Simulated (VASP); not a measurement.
Write the native input for VASP 6.6.1 that does the following.

```
Task                   : single point
Functional             : PBE
Potentials or basis    : VASP PAW PBE potentials, release 64 (Hf_pv, Si, W_sv)
Cutoff                 : 520 eV
k mesh                 : 6 × 6 × 2
Occupations            : gaussian, width 0.1 eV
Spin                   : no spin polarisation
Dipole correction      : no
Further INCAR settings : ALGO = Fast; EDIFF = 1e-06; NBANDS = 35
```

The structure of Hf3Si2W lies in POSCAR:

```
Hf3Si2W
1.0
    3.6201707800      0.0000000000      0.0000000000
    0.0000000000      3.6201707800      0.0000000000
    0.0000000000      0.0000000000      7.9753104300
Hf Si W
3 2 1
Direct
    0.5000000000      0.5000000000      0.0000000000
    0.0000000000      0.5000000000      0.3786259900
    0.5000000000      0.0000000000      0.6213740100
    0.0000000000      0.5000000000      0.7376120100
    0.5000000000      0.0000000000      0.2623879900
    0.0000000000      0.0000000000      0.0000000000
```

The cell was generated, and may not be a known phase.

These files were run (other wordings do the same):

INCAR

```
ALGO = Fast
EDIFF = 1E-6
ENCUT = 520
GGA = PE
ISIF = 2
ISMEAR = 0
LASPH = True
LCHARG = False
LREAL = False
LWAVE = False
NBANDS = 35
NELM = 80
PREC = Accurate
SIGMA = 0.1
```

KPOINTS

```
k-points
0
Gamma
  6 6 2
```

Potentials or basis: VASP PAW PBE potentials, release 64 (Hf_pv, Si, W_sv).

Run with:

```console
$ cat potpaw_PBE.64/Hf_pv/POTCAR potpaw_PBE.64/Si/POTCAR potpaw_PBE.64/W_sv/POTCAR > POTCAR
$ mpirun -np 1 vasp_std > vasp.out
```

Results of the run:

```
Pressure               : 7.8 GPa
Largest force          : 0.540 eV/Å
Band gap on the k mesh : zero (bands 26 and 27 overlap by 1.65 eV)
```

Caveat: the k points lie up to 0.39 Å⁻¹ apart, too coarse for converged energies and pressures of a metal; spin-orbit coupling is left out, which moves the levels of the heavy elements.

It took 40 s on 1 thread of Intel(R) Xeon(R) 6975P-C (Granite Rapids) (shared host), peak memory 0.23 GiB.
